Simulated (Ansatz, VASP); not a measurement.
Given: the input of a run of Ansatz 0.2.0 on ZnS.

input.yaml

```yaml
crystal:
  lattice:
    - [0.0, 2.702, 2.702]
    - [2.702, 0.0, 2.702]
    - [2.702, 2.702, 0.0]
  atoms:
    - { symbol: Zn, position: [0.75, 0.75, 0.75] }
    - { symbol: S, position: [0.0, 0.0, 0.0] }
kpoints:
  mp_grid: { grid: [4, 4, 4] }
scf:
  occupations: { method: fermi_dirac, width: 0.03 }
hamiltonian:
  xc: pbe
  pseudopotentials: { kind: all_electron, lapw: { basis_error: 0.002 } }
output:
  forces: true
  stress: true
  eigenvalues: true
```

Potentials or basis: all-electron LAPW, scalar-relativistic.

Launch:

```console
$ ansatz run input.yaml --threads 1 --pin off --max-ram 3072MiB --backend cpu --events-out ev --progress --plain --runs-dir out
```

Problem. Set up the same calculation for VASP 6.6.1. Potentials there: VASP PAW PBE potentials, release 64 (Zn, S).

Solution. As run (the cutoff follows the program's own potentials):

File INCAR:

```
SYSTEM = ZnS
ALGO = Normal
EDIFF = 1E-6
ENCUT = 500
GGA = PE
GGA_COMPAT = .False.
ISIF = 2
ISMEAR = -1
LASPH = .True.
LCHARG = .False.
LREAL = .False.
LWAVE = .False.
NBANDS = 16
NELM = 120
PREC = Accurate
SIGMA = 0.03
```

File KPOINTS:

```
k-points
0
Gamma
  4 4 4
  0 0 0
```

Contents of POSCAR:

```
ZnS
1.0
    0.0000000000      2.7020000000      2.7020000000
    2.7020000000      0.0000000000      2.7020000000
    2.7020000000      2.7020000000      0.0000000000
Zn S
1 1
Direct
    0.7500000000      0.7500000000      0.7500000000
    0.0000000000      0.0000000000      0.0000000000
```

Potentials or basis: VASP PAW PBE potentials, release 64 (Zn, S).

Command:

```bash
$ cat potpaw_PBE.64/Zn/POTCAR potpaw_PBE.64/S/POTCAR > POTCAR
$ mpirun -np 1 vasp_std > vasp.out
```

Both were run:

|  | VASP | Ansatz | Ansatz less VASP |
| --- | --- | --- | --- |
| gap on the k mesh at the Fermi level (eV) | 2.10 | 2.10 | -0.001 |
| least direct gap on the mesh (eV) | 2.10 | 2.10 | -0.001 |
| pressure (GPa) | 2.1 | 1.9 | -0.13 |

Ansatz ran all-electron here, and VASP with PAW potentials.

The k mesh is coarse, so the values compare programs but aren't converged.
